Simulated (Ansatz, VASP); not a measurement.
**One calculation of Ga3As3CO, two programs**

File INCAR:

```
SYSTEM = Ga3As3CO
  PREC = Accurate
  ENCUT = 520
  EDIFF = 1E-6
  ISMEAR = 0
  SIGMA = 0.05
  LREAL = .False.
  LASPH = .True.
  NELM = 120
  ALGO = Normal
  ISIF = 2
  LWAVE = .False.
  LCHARG = .False.
  LDIPOL = .True.
  IDIPOL = 3
  DIPOL = 0.5 0.5 0.323
  GGA = PE
  IVDW = 12
  NBANDS = 57
  GGA_COMPAT = .False.
  NELMDL = -8
```

The input KPOINTS:

```
Automatic mesh
0
Gamma
  7 5 1
  0 0 0
```

Contents of POSCAR:

```
Ga3As3CO
1.0
    4.0137031111      0.0000000000      0.0000000000
    0.0000000000      5.6762333751      0.0000000000
    0.0000000000      0.0000000000     23.3352699083
Ga As O C
3 3 1 1
Direct
    0.5000000000      0.5000000000      0.1714143447
    0.0000000000      0.0653835255      0.2680035048
    0.5000000000      0.4894639609      0.3228546357
    0.0000000000      0.2500000000      0.1714143447
    0.5000000000      0.8102208698      0.2504948966
    0.0000000000      0.2887573198      0.3593388866
    0.0000000000      0.9554239865      0.4964703624
    0.0000000000      0.9554239865      0.5457519865
```

Input for Ansatz:

```yaml
crystal:
  lattice:
    - [4.0137031111, 0.0, 0.0]
    - [0.0, 5.6762333751, 0.0]
    - [0.0, 0.0, 23.3352699083]
  atoms:
    - { symbol: Ga, position: [0.5, 0.5, 0.1714143447] }
    - { symbol: As, position: [0.0, 0.25, 0.1714143447] }
    - { symbol: Ga, position: [0.0, 0.0653835255, 0.2680035048] }
    - { symbol: As, position: [0.5, 0.8102208698, 0.2504948966] }
    - { symbol: Ga, position: [0.5, 0.4894639609, 0.3228546357] }
    - { symbol: As, position: [0.0, 0.2887573198, 0.3593388866] }
    - { symbol: O, position: [0.0, 0.9554239865, 0.4964703624] }
    - { symbol: C, position: [0.0, 0.9554239865, 0.5457519865] }
basis:
  ecutwfc: 420
kpoints:
  mp_grid: { grid: [7, 5, 1] }
hamiltonian:
  xc: pbe
  pseudopotentials: { kind: paw, azcp: { folder: soft_1 } }
  dispersion: d3bj
scf:
  occupations: { method: gaussian, width: 0.05 }
output:
  forces: true
  eigenvalues: true
efield:
  axis: 3
  dipole_correction: true
  ramp_width: 0.04
```

Alike in both runs: task single point; functional PBE; dispersion D3(BJ); k mesh 7 × 5 × 1; occupations gaussian, width 0.05 eV; no spin polarisation.

|  | VASP | Ansatz |
| --- | --- | --- |
| version | VASP 6.6.1 | Ansatz 0.2.0 |
| potentials or method | VASP PAW PBE potentials, release 64 (Ga_d, As_d, O, C), cutoff 520 eV | scalar-relativistic, plane waves, PAW |
| valence electrons in the cell | 94 | 94 |

Ansatz gave:

* gap on the k mesh at the Fermi level (eV): 0.41
* least direct gap on the mesh (eV): 0.76
* rms of the force components (eV/Å): 0.545

Task: Estimate VASP's values.

Result: gap on the k mesh at the Fermi level (eV): 0.40; least direct gap on the mesh (eV): 0.76; rms of the force components (eV/Å): 0.379.

One of these differences is far larger than is usual between the two programs; its cause wasn't traced.

Noted on VASP's run: the standard files for N, O and F lose accuracy on very short bonds.
